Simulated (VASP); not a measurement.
# Ge (P6_3/mmc) in VASP: single point with LDA

Aim: the single point of Ge with LDA.

Everything below comes from runs of VASP 6.6.1. Logs are shortened: lines on timing, memory, paths and dates and some standing lists are left out, and cuts for length are marked.

## Step 1: The cell of the first run

Symmetry: P6_3/mmc, No. 194, hexagonal system. The conventional cell has a = 4.005 Å, b = 4.005 Å, c = 13.134 Å, α = 90.00°, β = 90.00°, γ = 120.00°. Ge (site symmetry 3m) has 4 Ge at 2.45 Å within 3.2 Å. Within 3.2 Å of Ge (site symmetry 3m) lie 4 Ge at 2.45 to 2.47 Å.

This isn't the form of Ge at room conditions, which is diamond.

## Step 2: Single point, LDA

Contents of INCAR:

```
SYSTEM = Ge
ALGO = Normal
EDIFF = 1E-6
ENCUT = 520
ISIF = 2
ISMEAR = -1
LASPH = .TRUE.
LCHARG = .FALSE.
LREAL = .FALSE.
LWAVE = .FALSE.
NBANDS = 66
NELM = 80
PREC = Accurate
SIGMA = 0.02
```

Contents of KPOINTS:

```
k-points
0
G
  12 12 2
  0 0 0
```

Contents of POSCAR:

```
Ge
1.0
    4.0045997436      0.0000000000      0.0000000000
   -2.0022998718      3.4680851100      0.0000000000
    0.0000000000      0.0000000000     13.1336304009
Ge
8
Direct
    0.0000000000      0.0000000000      0.0004863076
    0.3333333333      0.6666666667      0.2495876103
    0.0000000000      0.0000000000      0.5004863076
    0.6666666667      0.3333333333      0.7495876103
    0.0000000000      0.0000000000      0.1870136924
    0.3333333333      0.6666666667      0.4379123897
    0.0000000000      0.0000000000      0.6870136924
    0.6666666667      0.3333333333      0.9379123897
```

Potentials or basis: VASP PAW LDA potentials, release 64 (Ge_d).

Launch:

```
> cat potpaw_LDA.64/Ge_d/POTCAR > POTCAR
> mpirun -np 1 vasp_std > vasp.out
```

OUTCAR:

```text
SYSTEM = Ge
   EDIFF = 1E-6
   ENCUT = 520
   ISIF = 2
   ISMEAR = -1
   LASPH = .TRUE.
   LREAL = .FALSE.
   NELM = 80
   PREC = Accurate

 ion  position               nearest neighbor table
   1  0.000  0.000  0.000-   5 2.45   8 2.45   8 2.45   8 2.45
   2  0.333  0.667  0.250-   5 2.45   5 2.45   5 2.45   6 2.47
   3  0.000  0.000  0.500-   7 2.45   6 2.45   6 2.45   6 2.45
   4  0.667  0.333  0.750-   7 2.45   7 2.45   7 2.45   8 2.47
   5  0.000  0.000  0.187-   1 2.45   2 2.45   2 2.45   2 2.45
   6  0.333  0.667  0.438-   3 2.45   3 2.45   3 2.45   2 2.47
   7  0.000  0.000  0.687-   3 2.45   4 2.45   4 2.45   4 2.45
   8  0.667  0.333  0.938-   1 2.45   1 2.45   1 2.45   4 2.47

  LATTYP: Found a hexagonal cell.
 ALAT       =     4.0045997436
 C/A-ratio  =     3.2796362288

  Lattice vectors:

 A1 = (   4.0045997436,   0.0000000000,   0.0000000000)
 A2 = (  -2.0022998718,   3.4680851100,   0.0000000000)
 A3 = (   0.0000000000,   0.0000000000,  13.1336304009)

Analysis of symmetry for initial positions (statically):
=====================================================================
 Subroutine PRICEL returns:
 Original cell was already a primitive cell.

 Routine SETGRP: Setting up the symmetry group for a
 hexagonal supercell.

 Subroutine GETGRP returns: Found 24 space group operations
 (whereof  6 operations were pure point group operations)
 out of a pool of 24 trial point group operations.

The static configuration has the point symmetry C_3v.
 The point group associated with its full space group is D_6h.

Analysis of symmetry for dynamics (positions and initial velocities):
=====================================================================
 Subroutine PRICEL returns:
 Original cell was already a primitive cell.

 Routine SETGRP: Setting up the symmetry group for a
 hexagonal supercell.

 Subroutine GETGRP returns: Found 24 space group operations
 (whereof  6 operations were pure point group operations)
 out of a pool of 24 trial point group operations.

The dynamic configuration has the point symmetry C_3v.
 The point group associated with its full space group is D_6h.

 Subroutine INISYM returns: Found 24 space group operations
 (whereof  6 operations are pure point group operations),
 and found     1 'primitive' translations

----------------------------------------------------------------------------------------

                                     Primitive cell

  volume of cell :     182.4037

  direct lattice vectors                    reciprocal lattice vectors
     4.004599744  0.000000000  0.000000000     0.249712846  0.144171779  0.000000000
    -2.002299872  3.468085110  0.000000000     0.000000000  0.288343558  0.000000000
     0.000000000  0.000000000 13.133630401     0.000000000  0.000000000  0.076140410

  length of vectors
     4.004599744  4.004599744 13.133630401     0.288343558  0.288343558  0.076140410

  position of ions in fractional coordinates (direct lattice)
     0.000000000  0.000000000  0.000486308
     0.333333333  0.666666667  0.249587610
     0.000000000  0.000000000  0.500486308
     0.666666667  0.333333333  0.749587610
     0.000000000  0.000000000  0.187013692
     0.333333333  0.666666667  0.437912390
     0.000000000  0.000000000  0.687013692
     0.666666667  0.333333333  0.937912390

  ion indices of the primitive-cell ions
   primitive index   ion index
                 1           1
                 2           2
                 3           3
                 4           4
                 5           5
                 6           6
                 7           7
                 8           8

----------------------------------------------------------------------------------------

 KPOINTS: k-points

Automatic generation of k-mesh.
 Grid dimensions read from file:
 generate k-points for:   12   12    2

 Generating k-lattice:

  Cartesian coordinates                     Fractional coordinates (reciprocal lattice)
     0.020809404  0.012014315  0.000000000     0.083333333  0.000000000  0.000000000
     0.000000000  0.024028630  0.000000000     0.000000000  0.083333333  0.000000000
     0.000000000  0.000000000  0.038070205     0.000000000  0.000000000  0.500000000

  Length of vectors
     0.024028630  0.024028630  0.038070205

  Shift w.r.t. Gamma in fractional coordinates (k-lattice)
     0.000000000  0.000000000  0.000000000

 Subroutine IBZKPT returns following result:
 ===========================================

 Found     38 irreducible k-points:

 Following reciprocal coordinates:
            Coordinates               Weight
  0.000000  0.000000  0.000000      1.000000
  0.083333  0.000000  0.000000      6.000000
  0.166667  0.000000  0.000000      6.000000
  0.250000 -0.000000  0.000000      6.000000
  0.333333  0.000000  0.000000      6.000000
  0.416667  0.000000  0.000000      6.000000
[... 16 lines left out ...]
  0.250000 -0.000000  0.500000      6.000000
  0.333333  0.000000  0.500000      6.000000
 [... further k-points ...]
   k-points           NKPTS =     38   k-points in BZ     NKDIM =     38   number of bands    NBANDS=     66
   number of dos      NEDOS =    301   number of ions     NIONS =      8
   total plane-waves  NPLWV =  88200
   dimension x,y,z NGX =    30 NGY =   30 NGZ =   98
   dimension x,y,z NGXF=    60 NGYF=   60 NGZF=  196
   ions per type =               8
   NGX,Y,Z   is equivalent  to a cutoff of  12.45, 12.45, 12.40 a.u.
   NGXF,Y,Z  is equivalent  to a cutoff of  24.91, 24.91, 24.81 a.u.
 SYSTEM =  Ge
   PREC   = accura    normal or accurate (medium, high low for compatibility)
   ISTART =      0    job   : 0-new  1-cont  2-samecut
   ICHARG =      2    charge: 1-file 2-atom 10-const
   ISPIN  =      1    spin polarized calculation?
   LNONCOLLINEAR =      F non collinear calculations
   LSORBIT =      F    spin-orbit coupling
   LASPH  =      T    aspherical Exc in radial PAW
   ENCUT  =  520.0 eV  38.22 Ry    6.18 a.u.   7.45  7.45 24.42*2*pi/ulx,y,z
   NELM   =     80;   NELMIN=  2; NELMDL= -5     # of ELM steps
   EDIFF  = 0.1E-05   stopping-criterion for ELM
   LREAL  =      F    real-space projection
   EDIFFG = 0.1E-04   stopping-criterion for IOM
   NSW    =      0    number of steps for IOM
   IBRION =     -1    ionic relax: 0-MD 1-quasi-New 2-CG
   NFREE  =      0    steps in history (QN), initial steepest desc. (CG)
   ISIF   =      2    stress and relaxation
   ISYM   =      2    0-nonsym 1-usesym 2-fastsym
   POTIM  = 0.5000    time-step for ionic-motion
   TEBEG  =    0.0;   TEEND  =   0.0 temperature during run
   PSTRESS=    0.0 pullay stress
   NELECT =     112.0000    total number of electrons
   NUPDOWN=      -1.0000    fix difference up-down
   EMIN   =  10.00;   EMAX   =-10.00  energy-range for DOS
   EFERMI =   0.00;   METHOD = LEGACY
   ISMEAR =    -1;   SIGMA  =   0.02  broadening in eV -4-tet -1-fermi 0-gaus
   EFERMI_NEDOS =   21; number of points for ismear=-14 and -15
   IALGO  =     38    algorithm
   IMIX   =      4    mixing-type and parameters
     AMIX     =   0.40;   BMIX     =  1.00
     AMIX_MAG =   1.60;   BMIX_MAG =  1.00
  volume/ion in A,a.u.               =      22.80       153.87
  Fermi-wavevector in a.u.,A,eV,Ry     =   1.391456  2.629471 26.342935  1.936151
  Thomas-Fermi vector in A             =   2.515294
   LORBIT       =      0    0 simple, 1 ext, 2 COOP (PROOUT), +10 PAW based schemes
   GGA     = CA    functional components
   LHFCALC =     F    Hartree Fock is set to
   AEXX    =    0.0000 exact exchange contribution
   IVDW    =     0    specifies the selected vdW correction
   LEPSILON=     F    determine dielectric tensor
   LRPA    =     F    only Hartree local field effects (RPA)
 non-spin polarized calculation
  energy-cutoff  :      520.00
  volume of cell :      182.40
 maximum number of plane-waves:      4963
 NGX is ok and might be reduce to    30
   NGX = 15   NGY = 15   NGZ = 49

 number of electron     112.0000044 magnetization

 Free energy of the ion-electron system (eV)
  ---------------------------------------------------
  ext. energy  EPLUGINS =         0.00000000
  ---------------------------------------------------
  free energy    TOTEN  =       -41.48485360 eV

  energy without entropy =      -41.48460576  energy(sigma->0) =      -41.48472968

 E-fermi :   4.6826     XC(G=0): -10.2534

 val. band max:        4.6552677211   @ k =   0.0000   0.0000   0.0000
 cond. band min:       4.7276507658   @ k =   0.0000   0.0000   0.0000
 fundamental gap:      0.0723830447
 Fermi energy:         4.6825907828

 k-point     1 :       0.0000    0.0000    0.0000
  band No.  band energies     occupation
      1     -20.3096      2.00000
      2     -20.3096      2.00000
      3     -20.3006      2.00000
      4     -20.3006      2.00000
      5     -20.2963      2.00000
      6     -20.2963      2.00000
[... 58 lines left out ...]
     65       7.8738      0.00000
     66       8.4184      0.00000

 k-point     2 :       0.0833    0.0000    0.0000
  band No.  band energies     occupation
      1     -20.3153      2.00000
      2     -20.3114      2.00000
      3     -20.3023      2.00000
      4     -20.3019      2.00000
      5     -20.3003      2.00000
      6     -20.2980      2.00000
[... 58 lines left out ...]
     65       8.1782      0.00000
     66       8.1842      0.00000

 k-point     3 :       0.1667    0.0000    0.0000
  band No.  band energies     occupation
      1     -20.3245      2.00000
      2     -20.3150      2.00000
      3     -20.3067      2.00000
      4     -20.3060      2.00000
      5     -20.3053      2.00000
      6     -20.3017      2.00000
[... 1438 lines left out ...]
     65       9.1604      0.00000
     66       9.1604      0.00000

 k-point    24 :       0.3333    0.0000    0.5000
  band No.  band energies     occupation
      1     -20.3266      2.00000
      2     -20.3266      2.00000
      3     -20.3167      2.00000
      4     -20.3167      2.00000
      5     -20.3036      2.00000
      6     -20.3036      2.00000
[... 58 lines left out ...]
     65       9.0026      0.00000
     66       9.0026      0.00000

 [... further k-points ...]

------------------------ aborting loop because EDIFF is reached ----------------------------------------

  FORCE on cell =-STRESS in cart. coord.  units (eV):
  Direction    XX          YY          ZZ          XY          YZ          ZX
  --------------------------------------------------------------------------------------
  -------------------------------------------------------------------------------------
  Total       -2.0653141     -2.0653141     -1.9912407      0.0000000      0.0000000     -0.0000000
  in kB      -18.1410759    -18.1410759    -17.4904379      0.0000000      0.0000000     -0.0000000
  external PRESSURE =     -17.9241966 kB  Pullay stress =       0.0000000 kB

 VOLUME and BASIS-vectors are now :
 -----------------------------------------------------------------------------
  energy-cutoff  :      520.00
  volume of cell :      182.40
      direct lattice vectors                 reciprocal lattice vectors
     4.004599744  0.000000000  0.000000000     0.249712846  0.144171779  0.000000000
    -2.002299872  3.468085110  0.000000000     0.000000000  0.288343558  0.000000000
     0.000000000  0.000000000 13.133630401     0.000000000  0.000000000  0.076140410

 POSITION                                       TOTAL-FORCE (eV/Angst)
 -----------------------------------------------------------------------------------
      0.00000      0.00000      0.00639        -0.000000      0.000000      0.022540
     -0.00000      2.31206      3.27799        -0.000000      0.000000      0.000300
      0.00000      0.00000      6.57320         0.000000     -0.000000      0.022540
      2.00230      1.15603      9.84481         0.000000     -0.000000      0.000300
      0.00000      0.00000      2.45617         0.000000      0.000000     -0.022540
     -0.00000      2.31206      5.75138         0.000000      0.000000     -0.000300
      0.00000      0.00000      9.02298        -0.000000      0.000000     -0.022540
      2.00230      1.15603     12.31819         0.000000     -0.000000     -0.000300
 -----------------------------------------------------------------------------------
    total drift:                               -0.000000     -0.000001      0.000203

  FREE ENERGIE OF THE ION-ELECTRON SYSTEM (eV)
  ---------------------------------------------------
  free  energy   TOTEN  =       -41.4848535985 eV

  energy  without entropy=      -41.4846057646  energy(sigma->0) =      -41.48472968
```

Run time: 7.7 min. Hardware: 1 thread of AMD EPYC 7R43 (Zen 3), shared host; peak memory 0.39 GiB.

Results:

| Quantity | Value |
| --- | --- |
| Free energy | -41.4849 eV |
| Pressure | -1.8 GPa |
| Largest force | 0.023 eV/Å |
| Band gap on the k mesh | 0.07 eV |

Forces on the atoms (eV/Å):
```
Ge   0.000  0.000  0.023
Ge   0.000  0.000  0.000
Ge   0.000  0.000  0.023
Ge   0.000  0.000  0.000
Ge   0.000  0.000 -0.023
Ge   0.000  0.000  0.000
Ge   0.000  0.000 -0.023
Ge   0.000  0.000  0.000
```

Levels at points of the mesh, in eV from the valence-band top:
```
           k point  band 53  band 54  band 55  band 56  band 57  band 58  band 59  band 60
(0.00, 0.00, 0.00)    -0.81    -0.16    -0.12     0.00     0.07     0.07     0.42     0.74
(0.50, 0.00, 0.00)    -2.37    -2.36    -1.78    -1.40     0.18     0.33     0.57     1.39
(0.00, 0.00, 0.50)    -0.27    -0.27    -0.27    -0.27     0.09     0.09     1.08     1.08
(0.50, 0.00, 0.50)    -2.56    -2.56    -1.74    -1.74     0.62     0.62     1.25     1.25
```

A k mesh can miss the band edges.
